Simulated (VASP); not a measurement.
# CdS (F-43m) in VASP: notebook, part 2 of 2

VASP 6.6.1. The steps go on from the part before.

## 5. Single point, PBE (volume scaled by 1.06)

File INCAR:

```
PREC = Accurate
ENCUT = 520
EDIFF = 1E-7
ISMEAR = 0
SIGMA = 0.02
LREAL = False
LASPH = True
NELM = 60
ALGO = Normal
ISIF = 2
LWAVE = False
LCHARG = True
GGA = PE
LELF = True
LVHAR = True
NBANDS = 16
```

File KPOINTS:

```
Automatic mesh
0
Gamma
  8 8 8
```

File POSCAR:

```
CdS
1.0
    0.0000000000      3.0213279996      3.0213279996
    3.0213279996      0.0000000000      3.0213279996
    3.0213279996      3.0213279996      0.0000000000
Cd S
1 1
Direct
    0.0000000000      0.0000000000      0.0000000000
    0.2500000000      0.2500000000      0.2500000000
```

Potentials or basis: VASP PAW PBE potentials, release 64 (Cd, S).

Run with:

```sh
$ cat potpaw_PBE.64/Cd/POTCAR potpaw_PBE.64/S/POTCAR > POTCAR
$ mpirun -np 1 vasp_std > vasp.out
```

OUTCAR:

```text
PREC = Accurate
   ENCUT = 520
   EDIFF = 1E-7
   ISMEAR = 0
   LREAL = False
   LASPH = True
   NELM = 60
   ISIF = 2
   GGA = PE

 ion  position               nearest neighbor table
   1  0.000  0.000  0.000-   2 2.62   2 2.62   2 2.62   2 2.62
   2  0.250  0.250  0.250-   1 2.62   1 2.62   1 2.62   1 2.62

  LATTYP: Found a face centered cubic cell.
 ALAT       =     6.0426559992

  Lattice vectors:

 A1 = (   0.0000000000,   3.0213279996,   3.0213279996)
 A2 = (   3.0213279996,   0.0000000000,   3.0213279996)
 A3 = (   3.0213279996,   3.0213279996,   0.0000000000)

Analysis of symmetry for initial positions (statically):
=====================================================================
 Subroutine PRICEL returns:
 Original cell was already a primitive cell.

 Routine SETGRP: Setting up the symmetry group for a
 face centered cubic supercell.

 Subroutine GETGRP returns: Found 24 space group operations
 (whereof 24 operations were pure point group operations)
 out of a pool of 48 trial point group operations.

The static configuration has the point symmetry T_d .

Analysis of symmetry for dynamics (positions and initial velocities):
=====================================================================
 Subroutine PRICEL returns:
 Original cell was already a primitive cell.

 Routine SETGRP: Setting up the symmetry group for a
 face centered cubic supercell.

 Subroutine GETGRP returns: Found 24 space group operations
 (whereof 24 operations were pure point group operations)
 out of a pool of 48 trial point group operations.

The dynamic configuration has the point symmetry T_d .

 Subroutine INISYM returns: Found 24 space group operations
 (whereof 24 operations are pure point group operations),
 and found     1 'primitive' translations

----------------------------------------------------------------------------------------

                                     Primitive cell

  volume of cell :      55.1599

  direct lattice vectors                    reciprocal lattice vectors
     0.000000000  3.021328000  3.021328000    -0.165490142  0.165490142  0.165490142
     3.021328000  0.000000000  3.021328000     0.165490142 -0.165490142  0.165490142
     3.021328000  3.021328000  0.000000000     0.165490142  0.165490142 -0.165490142

  length of vectors
     4.272803033  4.272803033  4.272803033     0.286637334  0.286637334  0.286637334

  position of ions in fractional coordinates (direct lattice)
     0.000000000  0.000000000  0.000000000
     0.250000000  0.250000000  0.250000000

  ion indices of the primitive-cell ions
   primitive index   ion index
                 1           1
                 2           2

----------------------------------------------------------------------------------------

 KPOINTS: Automatic mesh

Automatic generation of k-mesh.
 Grid dimensions read from file:
 generate k-points for:    8    8    8

 Generating k-lattice:

  Cartesian coordinates                     Fractional coordinates (reciprocal lattice)
    -0.020686268  0.020686268  0.020686268     0.125000000  0.000000000  0.000000000
     0.020686268 -0.020686268  0.020686268     0.000000000  0.125000000  0.000000000
     0.020686268  0.020686268 -0.020686268     0.000000000  0.000000000  0.125000000

  Length of vectors
     0.035829667  0.035829667  0.035829667

  Shift w.r.t. Gamma in fractional coordinates (k-lattice)
     0.000000000  0.000000000  0.000000000

 Subroutine IBZKPT returns following result:
 ===========================================

 Found     29 irreducible k-points:

 Following reciprocal coordinates:
            Coordinates               Weight
  0.000000  0.000000  0.000000      1.000000
  0.125000  0.000000  0.000000      8.000000
  0.250000  0.000000  0.000000      8.000000
  0.375000  0.000000  0.000000      8.000000
  0.500000  0.000000  0.000000      4.000000
  0.125000  0.125000  0.000000      6.000000
[... 16 lines left out ...]
  0.500000  0.250000  0.125000     48.000000
 -0.375000  0.250000  0.125000     24.000000
 [... further k-points ...]
   k-points           NKPTS =     29   k-points in BZ     NKDIM =     29   number of bands    NBANDS=     16
   number of dos      NEDOS =    301   number of ions     NIONS =      2
   total plane-waves  NPLWV =  32768
   dimension x,y,z NGX =    32 NGY =   32 NGZ =   32
   dimension x,y,z NGXF=    64 NGYF=   64 NGZF=   64
   ions per type =               1   1
   NGX,Y,Z   is equivalent  to a cutoff of  12.45, 12.45, 12.45 a.u.
   NGXF,Y,Z  is equivalent  to a cutoff of  24.90, 24.90, 24.90 a.u.
 SYSTEM =  unknown system
   PREC   = accura    normal or accurate (medium, high low for compatibility)
   ISTART =      0    job   : 0-new  1-cont  2-samecut
   ICHARG =      2    charge: 1-file 2-atom 10-const
   ISPIN  =      1    spin polarized calculation?
   LNONCOLLINEAR =      F non collinear calculations
   LSORBIT =      F    spin-orbit coupling
   LASPH  =      T    aspherical Exc in radial PAW
   ENCUT  =  520.0 eV  38.22 Ry    6.18 a.u.   7.94  7.94  7.94*2*pi/ulx,y,z
   NELM   =     60;   NELMIN=  2; NELMDL= -5     # of ELM steps
   EDIFF  = 0.1E-06   stopping-criterion for ELM
   LREAL  =      F    real-space projection
   EDIFFG = 0.1E-05   stopping-criterion for IOM
   NSW    =      0    number of steps for IOM
   IBRION =     -1    ionic relax: 0-MD 1-quasi-New 2-CG
   NFREE  =      0    steps in history (QN), initial steepest desc. (CG)
   ISIF   =      2    stress and relaxation
   ISYM   =      2    0-nonsym 1-usesym 2-fastsym
   POTIM  = 0.5000    time-step for ionic-motion
   TEBEG  =    0.0;   TEEND  =   0.0 temperature during run
   PSTRESS=    0.0 pullay stress
   NELECT =      18.0000    total number of electrons
   NUPDOWN=      -1.0000    fix difference up-down
   EMIN   =  10.00;   EMAX   =-10.00  energy-range for DOS
   EFERMI =   0.00;   METHOD = LEGACY
   ISMEAR =     0;   SIGMA  =   0.02  broadening in eV -4-tet -1-fermi 0-gaus
   EFERMI_NEDOS =   21; number of points for ismear=-14 and -15
   IALGO  =     38    algorithm
   IMIX   =      4    mixing-type and parameters
     AMIX     =   0.40;   BMIX     =  1.00
     AMIX_MAG =   1.60;   BMIX_MAG =  1.00
  volume/ion in A,a.u.               =      27.58       186.12
  Fermi-wavevector in a.u.,A,eV,Ry     =   1.127088  2.129887 17.283850  1.270327
  Thomas-Fermi vector in A             =   2.263773
   LORBIT       =      0    0 simple, 1 ext, 2 COOP (PROOUT), +10 PAW based schemes
   GGA     = PE    functional components
   LHFCALC =     F    Hartree Fock is set to
   AEXX    =    0.0000 exact exchange contribution
   IVDW    =     0    specifies the selected vdW correction
   LEPSILON=     F    determine dielectric tensor
   LRPA    =     F    only Hartree local field effects (RPA)
 non-spin polarized calculation
 Gauss-broadening in eV      SIGMA  =   0.02
  energy-cutoff  :      520.00
  volume of cell :       55.16
 maximum number of plane-waves:      1524
   NGX = 15   NGY = 15   NGZ = 15

 number of electron      17.9999995 magnetization

 Free energy of the ion-electron system (eV)
  ---------------------------------------------------
  ext. energy  EPLUGINS =         0.00000000
  ---------------------------------------------------
  free energy    TOTEN  =        -6.12468052 eV

  energy without entropy =       -6.12468052  energy(sigma->0) =       -6.12468052

 E-fermi :   0.5692     XC(G=0):  -8.6634

 val. band max:        0.4695507473   @ k =   0.0000   0.0000   0.0000
 cond. band min:       1.3804940285   @ k =   0.0000   0.0000   0.0000
 fundamental gap:      0.9109432812
 Fermi energy:         0.5691693936

 k-point     1 :       0.0000    0.0000    0.0000
  band No.  band energies     occupation
      1     -11.3095      2.00000
      2      -6.9420      2.00000
      3      -6.9420      2.00000
      4      -6.9420      2.00000
      5      -6.5929      2.00000
      6      -6.5929      2.00000
[... 8 lines left out ...]
     15      11.7754      0.00000
     16      11.7754      0.00000

 k-point     2 :       0.1250    0.0000    0.0000
  band No.  band energies     occupation
      1     -11.2608      2.00000
      2      -6.9252      2.00000
      3      -6.9252      2.00000
      4      -6.8934      2.00000
      5      -6.5934      2.00000
      6      -6.5934      2.00000
[... 8 lines left out ...]
     15      11.2191      0.00000
     16      11.9789      0.00000
[... 387 lines left out ...]
      5      -6.5674      2.00000
      6      -6.3472      2.00000
[... 8 lines left out ...]
     15      12.8041      0.00000
     16      13.2923      0.00000

 k-point    24 :      -0.3750    0.2500    0.1250
  band No.  band energies     occupation
      1     -10.9256      2.00000
      2      -6.8182      2.00000
      3      -6.7916      2.00000
      4      -6.6082      2.00000
      5      -6.5724      2.00000
      6      -6.2129      2.00000
[... 8 lines left out ...]
     15      12.4654      0.00000
     16      13.2879      0.00000

 [... further k-points ...]
[... 5 lines left out ...]
  --------------------------------------------------------------------------------------
  -------------------------------------------------------------------------------------
  Total       -0.8583886     -0.8583886     -0.8583886      0.0000000      0.0000000     -0.0000000
  in kB      -24.9327912    -24.9327912    -24.9327912      0.0000000      0.0000000     -0.0000000
  external PRESSURE =     -24.9327912 kB  Pullay stress =       0.0000000 kB

 VOLUME and BASIS-vectors are now :
 -----------------------------------------------------------------------------
  energy-cutoff  :      520.00
  volume of cell :       55.16
      direct lattice vectors                 reciprocal lattice vectors
     0.000000000  3.021328000  3.021328000    -0.165490142  0.165490142  0.165490142
     3.021328000  0.000000000  3.021328000     0.165490142 -0.165490142  0.165490142
     3.021328000  3.021328000  0.000000000     0.165490142  0.165490142 -0.165490142

 POSITION                                       TOTAL-FORCE (eV/Angst)
 -----------------------------------------------------------------------------------
      0.00000      0.00000      0.00000         0.000000      0.000000      0.000000
      1.51066      1.51066      1.51066        -0.000000     -0.000000     -0.000000
 -----------------------------------------------------------------------------------
    total drift:                               -0.000000     -0.000000     -0.000000

  FREE ENERGIE OF THE ION-ELECTRON SYSTEM (eV)
  ---------------------------------------------------
  free  energy   TOTEN  =        -6.1246805164 eV

  energy  without entropy=       -6.1246805164  energy(sigma->0) =       -6.12468052
```

OSZICAR:

```text
N       E                     dE             d eps       ncg     rms          rms(c)
DAV:   1     0.106695630412E+03    0.10670E+03   -0.89772E+03   944   0.102E+03
DAV:   2    -0.228798405473E+01   -0.10898E+03   -0.10317E+03  1120   0.249E+02
DAV:   3    -0.666560275384E+01   -0.43776E+01   -0.43691E+01  1120   0.520E+01
DAV:   4    -0.669414364436E+01   -0.28541E-01   -0.28538E-01  1184   0.407E+00
DAV:   5    -0.669455121187E+01   -0.40757E-03   -0.40756E-03  1128   0.459E-01    0.650E+00
DAV:   6    -0.614033687546E+01    0.55421E+00   -0.91333E-01  1392   0.108E+01    0.546E+00
DAV:   7    -0.612444713793E+01    0.15890E-01   -0.16930E-01  1112   0.283E+00    0.279E+00
DAV:   8    -0.612439983228E+01    0.47306E-04   -0.14156E-02  1096   0.142E+00    0.234E-01
DAV:   9    -0.612441360264E+01   -0.13770E-04   -0.15847E-03  1160   0.517E-01    0.730E-02
DAV:  10    -0.612459269762E+01   -0.17909E-03   -0.23790E-04  1120   0.134E-01    0.774E-02
DAV:  11    -0.612468468033E+01   -0.91983E-04   -0.14399E-04  1088   0.800E-02    0.279E-02
DAV:  12    -0.612467946777E+01    0.52126E-05   -0.14109E-05  1128   0.400E-02    0.704E-03
DAV:  13    -0.612468054508E+01   -0.10773E-05   -0.22430E-06  1176   0.917E-03    0.732E-03
DAV:  14    -0.612468051644E+01    0.28635E-07   -0.19698E-07  1192   0.366E-03
   1 F= -.61246805E+01 E0= -.61246805E+01  d E =-.111064E-14
```

stdout:

```text
POSCAR found type information on POSCAR CdS
 POSCAR found :  2 types and       2 ions
 scaLAPACK will be used
 LDA part: xc-table for (Slater+PW92), standard interpolation
 POSCAR, INCAR and KPOINTS ok, starting setup
 FFT: planning ... GRIDC
 FFT: planning ... GRID_SOFT
 FFT: planning ... GRID
 WAVECAR not read
 entering main loop
```

It took 15 s on 1 thread of AMD EPYC 9R14 (Zen 4), shared host; peak memory 0.15 GiB.

Results:

| Quantity | Value |
| --- | --- |
| Free energy | -6.1247 eV |
| Pressure | -2.5 GPa |
| Band gap on the k mesh | 0.91 eV, direct |

Levels at points of the mesh, in eV from the valence-band top:
```
           k point  band 7  band 8  band 9  band 10  band 11  band 12
(0.00, 0.00, 0.00)    0.00    0.00    0.00     0.91     6.54     6.54
(0.50, 0.00, 0.00)   -3.80   -0.61   -0.61     2.83     6.98     6.98
(0.50, 0.50, 0.00)   -3.51   -1.54   -1.54     3.71     4.17     8.81
```

## 6. Overview

| cell | gap on the mesh (eV) | pressure (GPa) |
| --- | --- | --- |
| a = 4.191 Å, angles 60.0°, 2 atoms | 1.04 | 0.3 |
| a = 4.232 Å, angles 60.0°, 2 atoms | 0.98 | -1.2 |
| a = 4.273 Å, angles 60.0°, 2 atoms | 0.91 | -2.5 |

Alike in all rows: task single point; level PBE; potentials or basis VASP PAW PBE potentials, release 64 (Cd, S); no spin polarisation; k mesh 8 × 8 × 8; cutoff (eV) 520; smearing gaussian 0.02 eV.

Absolute energies hang on the potentials; compare differences alone.
